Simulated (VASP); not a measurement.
# C (I4_1/amd) in VASP: notebook, part 2 of 2

VASP 6.6.1. Earlier steps stand in the parts before.

### Step 3. Single point, r2SCAN (strain -0.050 along x and y, +0.025 along z)

Contents of POSCAR:

```
C
1.0
    0.0000000000      1.6911346216      1.8246452496
    1.6911346216      0.0000000000      1.8246452496
    1.6911346216      1.6911346216      0.0000000000
C
2
Direct
    0.5000000000      0.5000000000      0.5000000000
    0.7500000000      0.7500000000      0.7500000000
```

Contents of INCAR.step1:

```
PREC = Accurate
ENCUT = 520
ISMEAR = 0
SIGMA = 0.05
LREAL = F
LASPH = T
NELM = 80
NBANDS = 11
GGA = PE
ALGO = Normal
EDIFF = 1E-4
LWAVE = T
LCHARG = F
```

Contents of INCAR.step2:

```
PREC = Accurate
ENCUT = 520
EDIFF = 1E-6
ISMEAR = 0
SIGMA = 0.05
LREAL = F
LASPH = T
NELM = 80
ALGO = Normal
ISIF = 2
LWAVE = F
LCHARG = F
METAGGA = R2SCAN
LMIXTAU = T
NBANDS = 11
ISTART = 1
```

Contents of KPOINTS:

```
Automatic mesh
0
Gamma
  12 12 12
```

Potentials or basis: VASP PAW PBE potentials, release 64 (C).

Run with:

```console
> cat potpaw_PBE.64/C/POTCAR > POTCAR
> cp INCAR.step1 INCAR
> mpirun -np 1 vasp_std > vasp.out
> cp INCAR.step2 INCAR
> mpirun -np 1 vasp_std > vasp.out
```

OUTCAR:

```text
PREC = Accurate
   ENCUT = 520
   EDIFF = 1E-6
   ISMEAR = 0
   LREAL = F
   LASPH = T
   NELM = 80
   ISIF = 2
   METAGGA = R2SCAN
   ISTART = 1

 ion  position               nearest neighbor table
   1  0.500  0.500  0.500-   2 1.50   2 1.50   2 1.50   2 1.50
   2  0.750  0.750  0.750-   1 1.50   1 1.50   1 1.50   1 1.50

  LATTYP: Found a body centered tetragonal cell.
 ALAT       =     2.3916255177
 C/A-ratio  =     1.5258620015

  Lattice vectors:

 A1 = (  -1.6911346216,   0.0000000000,   1.8246452496)
 A2 = (   1.6911346216,   0.0000000000,   1.8246452496)
 A3 = (   0.0000000000,   1.6911346216,  -1.8246452496)

Analysis of symmetry for initial positions (statically):
=====================================================================
 Subroutine PRICEL returns:
 Original cell was already a primitive cell.

 Routine SETGRP: Setting up the symmetry group for a
 body centered tetragonal supercell.

 Subroutine GETGRP returns: Found 16 space group operations
 (whereof  8 operations were pure point group operations)
 out of a pool of 16 trial point group operations.

The static configuration has the point symmetry D_2d.
 The point group associated with its full space group is D_4h.

Analysis of symmetry for dynamics (positions and initial velocities):
=====================================================================
 Subroutine PRICEL returns:
 Original cell was already a primitive cell.

 Routine SETGRP: Setting up the symmetry group for a
 body centered tetragonal supercell.

 Subroutine GETGRP returns: Found 16 space group operations
 (whereof  8 operations were pure point group operations)
 out of a pool of 16 trial point group operations.

The dynamic configuration has the point symmetry D_2d.
 The point group associated with its full space group is D_4h.

 Subroutine INISYM returns: Found 16 space group operations
 (whereof  8 operations are pure point group operations),
 and found     1 'primitive' translations

[... 122 lines left out ...]
   IVDW    =     0    specifies the selected vdW correction
   LEPSILON=     F    determine dielectric tensor
   LRPA    =     F    only Hartree local field effects (RPA)
 non-spin polarized calculation
 Gauss-broadening in eV      SIGMA  =   0.05
  energy-cutoff  :      520.00
  volume of cell :       10.44
 maximum number of plane-waves:       292
   NGX =  9   NGY =  9   NGZ =  9

 number of electron       8.0000000 magnetization

 Free energy of the ion-electron system (eV)
  ---------------------------------------------------
  ext. energy  EPLUGINS =         0.00000000
  ---------------------------------------------------
  free energy    TOTEN  =       -19.40609849 eV

  energy without entropy =      -19.40609849  energy(sigma->0) =      -19.40609849

 E-fermi :  11.8294     XC(G=0): -14.7270

 val. band max:       11.4331425085   @ k =   0.0000   0.0000   0.0000
 cond. band min:      14.9201015971   @ k =   0.3333   0.0000   0.3333
 fundamental gap:      3.4869590887
 Fermi energy:        11.8293845823

 k-point     1 :       0.0000    0.0000    0.0000
  band No.  band energies     occupation
      1     -12.9109      2.00000
      2      10.0490      2.00000
      3      11.4331      2.00000
      4      11.4331      2.00000
      5      16.7488      0.00000
      6      16.7488      0.00000
      7      17.8029      0.00000
      8      26.7021      0.00000
      9      32.6275      0.00000
     10      36.5681      0.00000
     11      38.1104      0.00000
[... 309 lines left out ...]
 k-point    24 :      -0.4167    0.1667    0.0000
  band No.  band energies     occupation
      1      -5.9021      2.00000
      2      -3.2723      2.00000
      3       3.9043      2.00000
      4       7.7326      2.00000
      5      20.1115      0.00000
      6      22.4549      0.00000
      7      23.1671      0.00000
      8      28.5697      0.00000
      9      33.2198      0.00000
     10      37.3608      0.00000
     11      38.3023      0.00000

 [... further k-points ...]

------------------------ aborting loop because EDIFF is reached ----------------------------------------

  FORCE on cell =-STRESS in cart. coord.  units (eV):
  Direction    XX          YY          ZZ          XY          YZ          ZX
  --------------------------------------------------------------------------------------
  -------------------------------------------------------------------------------------
  Total        4.6573471      4.6573471     -1.0941464      0.0000000      0.0000000      0.0000000
  in kB      714.9643630    714.9643630   -167.9659346      0.0000000      0.0000000      0.0000000
  external PRESSURE =     420.6542638 kB  Pullay stress =       0.0000000 kB

 VOLUME and BASIS-vectors are now :
 -----------------------------------------------------------------------------
  energy-cutoff  :      520.00
  volume of cell :       10.44
      direct lattice vectors                 reciprocal lattice vectors
     0.000000000  1.691134622  1.824645250    -0.295659490  0.295659490  0.274025869
     1.691134622  0.000000000  1.824645250     0.295659490 -0.295659490  0.274025869
     1.691134622  1.691134622  0.000000000     0.295659490  0.295659490 -0.274025869

 POSITION                                       TOTAL-FORCE (eV/Angst)
 -----------------------------------------------------------------------------------
      1.69113      1.69113      1.82465        -0.000000     -0.000000      0.000000
      2.53670      2.53670      2.73697         0.000000      0.000000      0.000000
 -----------------------------------------------------------------------------------
    total drift:                                0.000000     -0.000000      0.000000

  FREE ENERGIE OF THE ION-ELECTRON SYSTEM (eV)
  ---------------------------------------------------
  free  energy   TOTEN  =       -19.4060984856 eV

  energy  without entropy=      -19.4060984856  energy(sigma->0) =      -19.40609849
```

OSZICAR.step1:

```text
N       E                     dE             d eps       ncg     rms          rms(c)
DAV:   1     0.684663118716E+00    0.68466E+00   -0.49233E+03  3837   0.707E+02
DAV:   2    -0.183854322023E+02   -0.19070E+02   -0.18532E+02  4617   0.129E+02
DAV:   3    -0.187235627286E+02   -0.33813E+00   -0.33749E+00  4177   0.128E+01
DAV:   4    -0.187240249187E+02   -0.46219E-03   -0.46218E-03  3870   0.601E-01
DAV:   5    -0.187240253826E+02   -0.46398E-06   -0.46398E-06  4009   0.176E-02    0.616E+00
DAV:   6    -0.181221793303E+02    0.60185E+00   -0.31367E-01  3718   0.402E+00    0.369E+00
DAV:   7    -0.179200796037E+02    0.20210E+00   -0.37455E-01  3852   0.444E+00    0.893E-01
DAV:   8    -0.179220639510E+02   -0.19843E-02   -0.98718E-03  3829   0.766E-01    0.462E-02
DAV:   9    -0.179220947021E+02   -0.30751E-04   -0.59494E-05  3725   0.626E-02
   1 F= -.17922095E+02 E0= -.17922095E+02  d E =-.451949E-20
```

It took 27 s on 1 thread of Intel Xeon 6975P-C (Granite Rapids), shared host; peak memory 0.12 GiB.

What came out:

```
Free energy            : -19.4061 eV
Pressure               : 42.1 GPa
Band gap on the k mesh : 3.49 eV (least direct gap 5.32 eV)
```

Stress tensor (GPa, compression positive):
```
 71.50   0.00   0.00
  0.00  71.50   0.00
  0.00   0.00 -16.80
```

Levels at points of the mesh, in eV from the valence-band top:
| k point | band 1 | band 2 | band 3 | band 4 | band 5 | band 6 | band 7 | band 8 |
| --- | --- | --- | --- | --- | --- | --- | --- | --- |
| (0.00, 0.00, 0.00) | -24.34 | -1.38 | 0.00 | 0.00 | 5.32 | 5.32 | 6.37 | 15.27 |
| (0.50, 0.00, 0.00) | -17.87 | -15.47 | -4.47 | -2.85 | 7.35 | 9.15 | 10.91 | 17.11 |
| (0.50, 0.50, 0.00) | -15.52 | -15.52 | -6.78 | -6.78 | 6.07 | 6.07 | 18.42 | 18.42 |
| (0.50, 0.00, 0.50) | -14.22 | -14.22 | -8.03 | -8.03 | 4.11 | 4.11 | 18.54 | 18.54 |

Caveat: the cell differs from its parent crystal (strain -0.050 along x and y, +0.025 along z); the cell stands under pressure; the PAW data sets were made with another functional, which shifts forces and pressure a little.

### Step 4. Single point, r2SCAN (strain -0.050 along x and y, +0.050 along z)

Contents of POSCAR:

```
C
1.0
    0.0000000000      1.6911346216      1.8691487922
    1.6911346216      0.0000000000      1.8691487922
    1.6911346216      1.6911346216      0.0000000000
C
2
Direct
    0.5000000000      0.5000000000      0.5000000000
    0.7500000000      0.7500000000      0.7500000000
```

Contents of INCAR.step1:

```
SYSTEM = C
ALGO     = Normal         ! electronic algorithm
EDIFF    = 1E-4           ! SCF threshold, eV
ENCUT    = 520            ! plane-wave cutoff, eV
GGA      = PE             ! functional
ISMEAR   = 0              ! smearing method
LASPH    = .TRUE.         ! aspherical terms in the spheres
LCHARG   = .FALSE.        ! write CHGCAR
LREAL    = .FALSE.        ! projectors in reciprocal space
LWAVE    = .TRUE.         ! write WAVECAR
NBANDS   = 11             ! bands
NELM     = 100            ! most SCF steps
PREC     = Accurate       ! precision mode
SIGMA    = 0.05           ! smearing width, eV
```

Contents of INCAR.step2:

```
SYSTEM = C
ALGO     = Normal         ! electronic algorithm
EDIFF    = 1E-7           ! SCF threshold, eV
ENCUT    = 520            ! plane-wave cutoff, eV
ISIF     = 2              ! what is computed and relaxed
ISMEAR   = 0              ! smearing method
ISTART   = 1            
LASPH    = .TRUE.         ! aspherical terms in the spheres
LCHARG   = .FALSE.        ! write CHGCAR
LMIXTAU  = .TRUE.       
LREAL    = .FALSE.        ! projectors in reciprocal space
LWAVE    = .FALSE.        ! write WAVECAR
METAGGA  = R2SCAN         ! meta-GGA
NBANDS   = 11             ! bands
NELM     = 100            ! most SCF steps
PREC     = Accurate       ! precision mode
SIGMA    = 0.05           ! smearing width, eV
```

Contents of KPOINTS:

```
k-points
0
G
  12 12 12
  0 0 0
```

Run with:

```console
> cat potpaw_PBE.64/C/POTCAR > POTCAR
> cp INCAR.step1 INCAR
> mpirun -np 1 vasp_std > vasp.out
> cp INCAR.step2 INCAR
> mpirun -np 1 vasp_std > vasp.out
```

It took 28 s on 1 thread of Intel Xeon 6975P-C (Granite Rapids), shared host; peak memory 0.13 GiB.

It converged, with:

```yaml
Free_energy: -19.3543 eV
Pressure: 28.4 GPa
Band_gap_on_the_k_mesh: 3.12 eV (least direct gap 5.03 eV)
```

Stress tensor (GPa, compression positive):
```
 67.03   0.00   0.00
  0.00  67.03   0.00
  0.00   0.00 -48.76
```

Levels at points of the mesh, in eV from the valence-band top:
| k point | band 1 | band 2 | band 3 | band 4 | band 5 | band 6 | band 7 | band 8 |
| --- | --- | --- | --- | --- | --- | --- | --- | --- |
| (0.00, 0.00, 0.00) | -24.14 | -1.84 | 0.00 | 0.00 | 5.03 | 5.03 | 6.41 | 14.38 |
| (0.50, 0.00, 0.00) | -17.80 | -15.32 | -4.79 | -2.67 | 6.51 | 8.99 | 10.89 | 16.75 |
| (0.50, 0.50, 0.00) | -15.72 | -15.72 | -6.50 | -6.50 | 6.27 | 6.27 | 17.72 | 17.72 |
| (0.50, 0.00, 0.50) | -14.04 | -14.04 | -8.10 | -8.10 | 3.75 | 3.75 | 17.78 | 17.78 |

Caveat: the cell differs from its parent crystal (strain -0.050 along x and y, +0.050 along z); the cell stands under pressure; the PAW data sets were made with another functional, which shifts forces and pressure a little.

### Step 5. Single point, r2SCAN (strain -0.025 along x and y, +0.000 along z)

Contents of POSCAR:

```
C
1.0
    0.0000000000      1.7356381642      1.7801417069
    1.7356381642      0.0000000000      1.7801417069
    1.7356381642      1.7356381642      0.0000000000
C
2
Direct
    0.5000000000      0.5000000000      0.5000000000
    0.7500000000      0.7500000000      0.7500000000
```

Contents of INCAR.step1:

```
SYSTEM = C
PREC = Accurate
ENCUT = 520
ISMEAR = 0
SIGMA = 0.05
LREAL = .False.
LASPH = .True.
NELM = 60
NBANDS = 11
GGA = PE
ALGO = Normal
EDIFF = 1E-4
LWAVE = .True.
LCHARG = .False.
```

Contents of INCAR.step2:

```
SYSTEM = C
PREC = Accurate
ENCUT = 520
EDIFF = 1E-6
ISMEAR = 0
SIGMA = 0.05
LREAL = .False.
LASPH = .True.
NELM = 60
ALGO = Normal
ISIF = 2
LWAVE = .False.
LCHARG = .False.
METAGGA = R2SCAN
LMIXTAU = .True.
NBANDS = 11
ISTART = 1
```

Contents of KPOINTS:

```
Automatic mesh
0
Gamma
  12 12 12
  0 0 0
```

Run with:

```console
> cat potpaw_PBE.64/C/POTCAR > POTCAR
> cp INCAR.step1 INCAR
> mpirun -np 1 vasp_std > vasp.out
> cp INCAR.step2 INCAR
> mpirun -np 1 vasp_std > vasp.out
```

Run time: 25 s. Hardware: 1 thread of Intel Xeon 6975P-C (Granite Rapids), shared host; peak memory 0.12 GiB.

The run converged. Its results:

```
Free energy            : -19.5947 eV
Pressure               : 26.4 GPa
Band gap on the k mesh : 4.13 eV (least direct gap 5.74 eV)
```

Stress tensor (GPa, compression positive):
```
35.46  0.00  0.00
 0.00 35.46  0.00
 0.00  0.00  8.26
```

Levels at points of the mesh, in eV from the valence-band top:
```tsv
k point	band 1	band 2	band 3	band 4	band 5	band 6	band 7	band 8	band 9
(0.00, 0.00, 0.00)	-23.63	-0.43	0.00	0.00	5.74	5.74	6.09	15.03	21.05
(0.50, 0.00, 0.00)	-17.34	-14.84	-3.53	-3.02	8.61	9.09	10.02	17.11	23.93
(0.50, 0.50, 0.00)	-14.43	-14.43	-6.89	-6.89	5.42	5.42	18.54	18.54	25.33
(0.50, 0.00, 0.50)	-14.00	-14.00	-7.29	-7.29	4.77	4.77	18.65	18.65	25.71
```

Caveat: the cell differs from its parent crystal (strain -0.025 along x and y, +0.000 along z); the cell stands under pressure; the PAW data sets were made with another functional, which shifts forces and pressure a little.

### Step 6. Single point, r2SCAN (strain +0.000 along x and y, -0.025 along z)

Contents of POSCAR:

```
C
1.0
    0.0000000000      1.7801417069      1.7356381642
    1.7801417069      0.0000000000      1.7356381642
    1.7801417069      1.7801417069      0.0000000000
C
2
Direct
    0.5000000000      0.5000000000      0.5000000000
    0.7500000000      0.7500000000      0.7500000000
```

Contents of INCAR.step1:

```
SYSTEM = C
PREC = Accurate ; ENCUT = 520
ISMEAR = 0 ; SIGMA = 0.05
LREAL = .False. ; LASPH = .True.
NELM = 80 ; NBANDS = 11
GGA = PE ; ALGO = Normal
EDIFF = 1E-4 ; LWAVE = .True.
LCHARG = .False.
```

Contents of INCAR.step2:

```
SYSTEM = C
PREC = Accurate ; ENCUT = 520
EDIFF = 1E-7 ; ISMEAR = 0
SIGMA = 0.05 ; LREAL = .False.
LASPH = .True. ; NELM = 80
ALGO = Normal ; ISIF = 2
LWAVE = .False. ; LCHARG = .False.
METAGGA = R2SCAN ; LMIXTAU = .True.
NBANDS = 11 ; ISTART = 1
```

KPOINTS is that of step 5.

Potentials or basis: VASP PAW PBE potentials, release 64 (C).

Run with:

```console
> cat potpaw_PBE.64/C/POTCAR > POTCAR
> cp INCAR.step1 INCAR
> mpirun -np 1 vasp_std > vasp.out
> cp INCAR.step2 INCAR
> mpirun -np 1 vasp_std > vasp.out
```

Run time: 30 s. Hardware: 1 thread of Intel Xeon 6975P-C (Granite Rapids), shared host; peak memory 0.12 GiB.

It converged, with:

```yaml
Free_energy: -19.6296 eV
Pressure: 13.2 GPa
Band_gap_on_the_k_mesh: 3.73 eV (least direct gap 5.43 eV)
```

Stress tensor (GPa, compression positive):
```
 4.83  0.00  0.00
 0.00  4.83  0.00
 0.00  0.00 29.92
```

Levels at points of the mesh, in eV from the valence-band top:
| k point | band 2 | band 3 | band 4 | band 5 | band 6 | band 7 |
| --- | --- | --- | --- | --- | --- | --- |
| (0.00, 0.00, 0.00) | -0.40 | -0.40 | 0.00 | 5.43 | 5.78 | 5.78 |
| (0.50, 0.00, 0.00) | -14.66 | -3.56 | -3.09 | 8.53 | 8.62 | 9.63 |
| (0.50, 0.50, 0.00) | -13.80 | -7.38 | -7.38 | 4.38 | 4.38 | 18.19 |
| (0.50, 0.00, 0.50) | -14.21 | -6.98 | -6.98 | 5.02 | 5.02 | 18.02 |

Caveat: the cell differs from its parent crystal (strain +0.000 along x and y, -0.025 along z); the cell stands under pressure; the PAW data sets were made with another functional, which shifts forces and pressure a little. A k mesh can miss the band edges.

### Step 7. Overview

```csv
cell,gap on the mesh (eV),pressure (GPa)
"a = 2.423, b = 2.423, c = 2.455 Å, angles 59.6, 59.6, 60.9°, 2 atoms",3.87,56.9
"a = 2.488, b = 2.488, c = 2.392 Å, angles 61.3, 61.3, 57.5°, 2 atoms",3.49,42.1
"a = 2.521, b = 2.521, c = 2.392 Å, angles 61.7, 61.7, 56.6°, 2 atoms",3.12,28.4
"a = 2.486, b = 2.486, c = 2.455 Å, angles 60.4, 60.4, 59.2°, 2 atoms",4.13,26.4
"a = 2.486, b = 2.486, c = 2.518 Å, angles 59.6, 59.6, 60.8°, 2 atoms",3.73,13.2
```

Alike in all rows: task single point; level r2SCAN; potentials or basis VASP PAW PBE potentials, release 64 (C); no spin polarisation; k mesh 12 × 12 × 12; cutoff (eV) 520; smearing gaussian 0.05 eV.

Caveats: the cell stands under pressure; the PAW data sets were made with another functional, which shifts forces and pressure a little.

Total energies depend on the potentials used, so only differences within one code and one set of settings carry meaning.
